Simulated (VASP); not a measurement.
# HgRhS3 (P-1) in VASP: single point with PBE

Aim: the single point of HgRhS3 with PBE.

All numbers are computed with VASP 6.6.1; they aren't measurements. Logs are shortened: lines on timing, memory, paths and dates and some standing lists are left out, and cuts for length are marked.

### 1 The cell of the first run

The typed cell holds 10 atoms: a = 6.188 Å, b = 6.198 Å, c = 7.053 Å, α = 96.21°, β = 105.69°, γ = 119.15°.

### 2 Single point, PBE

Input file INCAR:

```
PREC = Accurate
ENCUT = 500
EDIFF = 1E-6
ISMEAR = 0
SIGMA = 0.0229
LREAL = F
LASPH = T
NELM = 120
ALGO = Normal
ISIF = 2
LWAVE = F
LCHARG = F
GGA = PE
NBANDS = 56
GGA_COMPAT = F
```

Input file KPOINTS:

```
Automatic mesh
0
Gamma
  4 4 3
  0.5 0 0.5
```

Input file POSCAR:

```
HgRhS3
1.0
    6.1880600000      0.0000000000      0.0000000000
   -3.0190150000      5.4129690000      0.0000000000
   -1.9073910000     -1.9374210000      6.5080540000
S Rh Hg
6 2 2
Direct
    0.0761000000      0.3345000000      0.1901000000
    0.9239000000      0.6655000000      0.8099000000
    0.2883000000      0.2543000000      0.7368000000
    0.7117000000      0.7457000000      0.2632000000
    0.5024000000      0.1401000000      0.2804000000
    0.4976000000      0.8599000000      0.7196000000
    0.4546000000      0.4375000000      0.3312000000
    0.5454000000      0.5625000000      0.6688000000
    0.8822000000      0.2511000000      0.6610000000
    0.1178000000      0.7489000000      0.3390000000
```

Potentials or basis: VASP PAW PBE potentials, release 64 (S, Rh_pv, Hg).

On the command line:

```bash
> cat potpaw_PBE.64/S/POTCAR potpaw_PBE.64/Rh_pv/POTCAR potpaw_PBE.64/Hg/POTCAR > POTCAR
> mpirun -np 1 vasp_std > vasp.out
```

OUTCAR:

```text
PREC = Accurate
   ENCUT = 500
   EDIFF = 1E-6
   ISMEAR = 0
   LREAL = F
   LASPH = T
   NELM = 120
   ISIF = 2
   GGA = PE

 ion  position               nearest neighbor table
   1  0.076  0.334  0.190-   7 2.01  10 2.53
   2  0.924  0.666  0.810-   8 2.01   9 2.53
   3  0.288  0.254  0.737-   8 2.02   9 2.41
   4  0.712  0.746  0.263-   7 2.02  10 2.41
   5  0.502  0.140  0.280-   7 2.01  10 2.62   9 2.80
   6  0.498  0.860  0.720-   8 2.01   9 2.62  10 2.80
   7  0.455  0.438  0.331-   1 2.01   5 2.01   4 2.02   8 2.24  10 3.47  10 3.56
   8  0.545  0.562  0.669-   2 2.01   6 2.01   3 2.02   7 2.24   9 3.47   9 3.56
   9  0.882  0.251  0.661-   3 2.41   2 2.53   6 2.62   5 2.80   8 3.47   8 3.56
  10  0.118  0.749  0.339-   4 2.41   1 2.53   5 2.62   6 2.80   7 3.47   7 3.56

  LATTYP: Found a triclinic cell.
 ALAT       =     8.0269853672
 B/A-ratio  =     1.5240968558
 C/A-ratio  =     1.8941337598
 COS(alpha) =     0.0369058884
 COS(beta)  =     0.4552034701
 COS(gamma) =     0.8945201609

  Lattice vectors:

 A1 = (  -4.2806690000,   1.9374210000,  -6.5080540000)
 A2 = (  -7.2996840000,   7.3503900000,  -6.5080540000)
 A3 = (   3.6647520000,  -6.9510960000, -13.0161080000)

Analysis of symmetry for initial positions (statically):
=====================================================================
 Subroutine PRICEL returns:
 Original cell was already a primitive cell.

 Routine SETGRP: Setting up the symmetry group for a
 triclinic supercell.

 Subroutine GETGRP returns: Found  2 space group operations
 (whereof  2 operations were pure point group operations)
 out of a pool of  2 trial point group operations.

The static configuration has the point symmetry S_2 .

Analysis of symmetry for dynamics (positions and initial velocities):
=====================================================================
 Subroutine PRICEL returns:
 Original cell was already a primitive cell.

 Routine SETGRP: Setting up the symmetry group for a
 triclinic supercell.

 Subroutine GETGRP returns: Found  2 space group operations
 (whereof  2 operations were pure point group operations)
 out of a pool of  2 trial point group operations.

The dynamic configuration has the point symmetry S_2 .

 Subroutine INISYM returns: Found  2 space group operations
 (whereof  2 operations are pure point group operations),
 and found     1 'primitive' translations

----------------------------------------------------------------------------------------

                                     Primitive cell

  volume of cell :     217.9923

  direct lattice vectors                    reciprocal lattice vectors
     6.188060000  0.000000000  0.000000000     0.161601536  0.090131213  0.074194132
    -3.019015000  5.412969000  0.000000000     0.000000000  0.184741498  0.054996787
    -1.907391000 -1.937421000  6.508054000     0.000000000  0.000000000  0.153655763

  length of vectors
     6.188060000  6.197958129  7.053120403     0.199357621  0.192753904  0.153655763

  position of ions in fractional coordinates (direct lattice)
     0.076100000  0.334500000  0.190100000
     0.923900000  0.665500000  0.809900000
     0.288300000  0.254300000  0.736800000
     0.711700000  0.745700000  0.263200000
     0.502400000  0.140100000  0.280400000
     0.497600000  0.859900000  0.719600000
     0.454600000  0.437500000  0.331200000
     0.545400000  0.562500000  0.668800000
     0.882200000  0.251100000  0.661000000
     0.117800000  0.748900000  0.339000000

  ion indices of the primitive-cell ions
   primitive index   ion index
                 1           1
                 2           2
                 3           3
                 4           4
                 5           5
                 6           6
                 7           7
                 8           8
                 9           9
                10          10

----------------------------------------------------------------------------------------

 KPOINTS: Automatic mesh

Automatic generation of k-mesh.
 Grid dimensions read from file:
 generate k-points for:    4    4    3

 Generating k-lattice:

  Cartesian coordinates                     Fractional coordinates (reciprocal lattice)
     0.040400384  0.022532803  0.018548533     0.250000000 -0.000000000  0.000000000
     0.000000000  0.046185374  0.013749197     0.000000000  0.250000000  0.000000000
     0.000000000  0.000000000  0.051218588     0.000000000  0.000000000  0.333333333

  Length of vectors
     0.049839405  0.048188476  0.051218588

  Shift w.r.t. Gamma in fractional coordinates (k-lattice)
     0.500000000  0.000000000  0.500000000

 Subroutine IBZKPT returns following result:
 ===========================================

 Found     24 irreducible k-points:

 Following reciprocal coordinates:
            Coordinates               Weight
  0.125000 -0.000000  0.166667      2.000000
  0.375000 -0.000000  0.166667      2.000000
 -0.375000  0.000000  0.166667      2.000000
 -0.125000  0.000000  0.166667      2.000000
  0.125000  0.250000  0.166667      2.000000
  0.375000  0.250000  0.166667      2.000000
[... 16 lines left out ...]
  0.125000  0.500000  0.500000      2.000000
  0.375000  0.500000  0.500000      2.000000
   k-points           NKPTS =     24   k-points in BZ     NKDIM =     24   number of bands    NBANDS=     56
   number of dos      NEDOS =    301   number of ions     NIONS =     10
   total plane-waves  NPLWV = 124416
   dimension x,y,z NGX =    48 NGY =   48 NGZ =   54
   dimension x,y,z NGXF=    96 NGYF=   96 NGZF=  108
   ions per type =               6   2   2
   NGX,Y,Z   is equivalent  to a cutoff of  12.90, 12.87, 12.73 a.u.
   NGXF,Y,Z  is equivalent  to a cutoff of  25.79, 25.75, 25.46 a.u.
 SYSTEM =  unknown system
   PREC   = accura    normal or accurate (medium, high low for compatibility)
   ISTART =      0    job   : 0-new  1-cont  2-samecut
   ICHARG =      2    charge: 1-file 2-atom 10-const
   ISPIN  =      1    spin polarized calculation?
   LNONCOLLINEAR =      F non collinear calculations
   LSORBIT =      F    spin-orbit coupling
   LASPH  =      T    aspherical Exc in radial PAW
   ENCUT  =  500.0 eV  36.75 Ry    6.06 a.u.  11.28 11.30 12.86*2*pi/ulx,y,z
   NELM   =    120;   NELMIN=  2; NELMDL= -5     # of ELM steps
   EDIFF  = 0.1E-05   stopping-criterion for ELM
   LREAL  =      F    real-space projection
   EDIFFG = 0.1E-04   stopping-criterion for IOM
   NSW    =      0    number of steps for IOM
   IBRION =     -1    ionic relax: 0-MD 1-quasi-New 2-CG
   NFREE  =      0    steps in history (QN), initial steepest desc. (CG)
   ISIF   =      2    stress and relaxation
   ISYM   =      2    0-nonsym 1-usesym 2-fastsym
   POTIM  = 0.5000    time-step for ionic-motion
   TEBEG  =    0.0;   TEEND  =   0.0 temperature during run
   PSTRESS=    0.0 pullay stress
   NELECT =      90.0000    total number of electrons
   NUPDOWN=      -1.0000    fix difference up-down
   EMIN   =  10.00;   EMAX   =-10.00  energy-range for DOS
   EFERMI =   0.00;   METHOD = LEGACY
   ISMEAR =     0;   SIGMA  =   0.02  broadening in eV -4-tet -1-fermi 0-gaus
   EFERMI_NEDOS =   21; number of points for ismear=-14 and -15
   IALGO  =     38    algorithm
   IMIX   =      4    mixing-type and parameters
     AMIX     =   0.40;   BMIX     =  1.00
     AMIX_MAG =   1.60;   BMIX_MAG =  1.00
  volume/ion in A,a.u.               =      21.80       147.11
  Fermi-wavevector in a.u.,A,eV,Ry     =   1.219014  2.303602 20.218182  1.485994
  Thomas-Fermi vector in A             =   2.354280
   LORBIT       =      0    0 simple, 1 ext, 2 COOP (PROOUT), +10 PAW based schemes
   GGA     = PE    functional components
   LHFCALC =     F    Hartree Fock is set to
   AEXX    =    0.0000 exact exchange contribution
   IVDW    =     0    specifies the selected vdW correction
   LEPSILON=     F    determine dielectric tensor
   LRPA    =     F    only Hartree local field effects (RPA)
 non-spin polarized calculation
 Gauss-broadening in eV      SIGMA  =   0.02
  energy-cutoff  :      500.00
  volume of cell :      217.99
 maximum number of plane-waves:      5548
 NGX is ok and might be reduce to    48
   NGX = 23   NGY = 23   NGZ = 25

 number of electron      90.0000000 magnetization

 Free energy of the ion-electron system (eV)
  ---------------------------------------------------
  ext. energy  EPLUGINS =         0.00000000
  ---------------------------------------------------
  free energy    TOTEN  =       -35.27739959 eV

  energy without entropy =      -35.27727411  energy(sigma->0) =      -35.27733685

 E-fermi :   4.2269     XC(G=0):  -9.7813

 val. band max:        4.1930074528   @ k =   0.3750  -0.2500   0.1667
 cond. band min:       4.2621843165   @ k =  -0.3750   0.0000   0.1667
 fundamental gap:      0.0691768637
 Fermi energy:         4.2268518043

 k-point     1 :       0.1250   -0.0000    0.1667
  band No.  band energies     occupation
      1     -44.2575      2.00000
      2     -44.1784      2.00000
      3     -44.1264      2.00000
      4     -44.0608      2.00000
      5     -44.0111      2.00000
      6     -43.2546      2.00000
[... 48 lines left out ...]
     55       9.9129      0.00000
     56      10.4600      0.00000

 k-point     2 :       0.3750   -0.0000    0.1667
  band No.  band energies     occupation
      1     -44.2575      2.00000
      2     -44.1784      2.00000
      3     -44.1264      2.00000
      4     -44.0608      2.00000
      5     -44.0111      2.00000
      6     -43.2546      2.00000
[... 48 lines left out ...]
     55       9.9498      0.00000
     56      10.2035      0.00000
[... 1237 lines left out ...]
     55       9.4302      0.00000
     56      10.1156      0.00000

 k-point    24 :       0.3750    0.5000    0.5000
  band No.  band energies     occupation
      1     -44.2574      2.00000
      2     -44.1784      2.00000
      3     -44.1264      2.00000
      4     -44.0608      2.00000
      5     -44.0111      2.00000
      6     -43.2546      2.00000
[... 48 lines left out ...]
     55       9.5641      0.00000
     56      10.3469      0.00000

------------------------ aborting loop because EDIFF is reached ----------------------------------------

  FORCE on cell =-STRESS in cart. coord.  units (eV):
  Direction    XX          YY          ZZ          XY          YZ          ZX
  --------------------------------------------------------------------------------------
  -------------------------------------------------------------------------------------
  Total       32.2226349     28.2800531     14.9249975     -0.9701276     -0.4146149      2.8618972
  in kB      236.8265720    207.8497944    109.6941951     -7.1301428     -3.0472936     21.0340749
  external PRESSURE =     184.7901872 kB  Pullay stress =       0.0000000 kB

 VOLUME and BASIS-vectors are now :
 -----------------------------------------------------------------------------
  energy-cutoff  :      500.00
  volume of cell :      217.99
      direct lattice vectors                 reciprocal lattice vectors
     6.188060000  0.000000000  0.000000000     0.161601536  0.090131213  0.074194132
    -3.019015000  5.412969000  0.000000000     0.000000000  0.184741498  0.054996787
    -1.907391000 -1.937421000  6.508054000     0.000000000  0.000000000  0.153655763

 POSITION                                       TOTAL-FORCE (eV/Angst)
 -----------------------------------------------------------------------------------
     -0.90154      1.44233      1.23718        -3.663523     -0.796502     -2.164915
      2.16320      2.03321      5.27087         3.663523      0.796502      2.164915
     -0.38908     -0.05097      4.79513        -0.982896     -3.673321      1.181030
      1.65074      3.52652      1.71292         0.982896      3.673321     -1.181030
      2.15108      0.21510      1.82486         2.982143     -2.939100     -0.805165
     -0.88943      3.26044      4.68320        -2.982143      2.939100      0.805165
      0.86055      1.72650      2.15547        -0.202686      0.304340      0.310660
      0.40111      1.74905      4.35259         0.202686     -0.304340     -0.310660
      3.44025      0.07856      4.30182        -0.364166     -0.124965     -0.417100
     -2.17859      3.39699      2.20623         0.364166      0.124965      0.417100
 -----------------------------------------------------------------------------------
    total drift:                                0.000000      0.000000     -0.000000

  FREE ENERGIE OF THE ION-ELECTRON SYSTEM (eV)
  ---------------------------------------------------
  free  energy   TOTEN  =       -35.2773995924 eV

  energy  without entropy=      -35.2772741129  energy(sigma->0) =      -35.27733685
```

Wall time 13 min (1 thread of AMD EPYC 7R13, shared host); peak memory 0.46 GiB.

What came out:

| Item | Value |
| --- | --- |
| Free energy | -35.2774 eV |
| Pressure | 18.5 GPa |
| Largest force | 4.329 eV/Å |
| Band gap on the k mesh | 0.07 eV (least direct gap 0.14 eV) |

Forces on the atoms (eV/Å):
```
S   -3.664 -0.797 -2.165
S    3.664  0.797  2.165
S   -0.983 -3.673  1.181
S    0.983  3.673 -1.181
S    2.982 -2.939 -0.805
S   -2.982  2.939  0.805
Rh  -0.203  0.304  0.311
Rh   0.203 -0.304 -0.311
Hg  -0.364 -0.125 -0.417
Hg   0.364  0.125  0.417
```

Stress tensor (GPa, compression positive):
```
23.68 -0.71  2.10
-0.71 20.78 -0.30
 2.10 -0.30 10.97
```

Levels at points of the mesh, in eV from the valence-band top:
| k point | band 42 | band 43 | band 44 | band 45 | band 46 | band 47 | band 48 | band 49 |
| --- | --- | --- | --- | --- | --- | --- | --- | --- |
| (0.12, 0.00, 0.17) | -0.89 | -0.70 | -0.56 | -0.43 | 0.47 | 1.16 | 1.35 | 1.50 |

Caveat: the stress differs along the axes, from 11 to 24 GPa; spin-orbit coupling is left out, which moves the levels of the heavy elements; a shifted mesh leaves out Γ, where band edges can lie; forces of over 1 eV/Å act on the atoms, so gaps and moduli don't describe the material at rest.
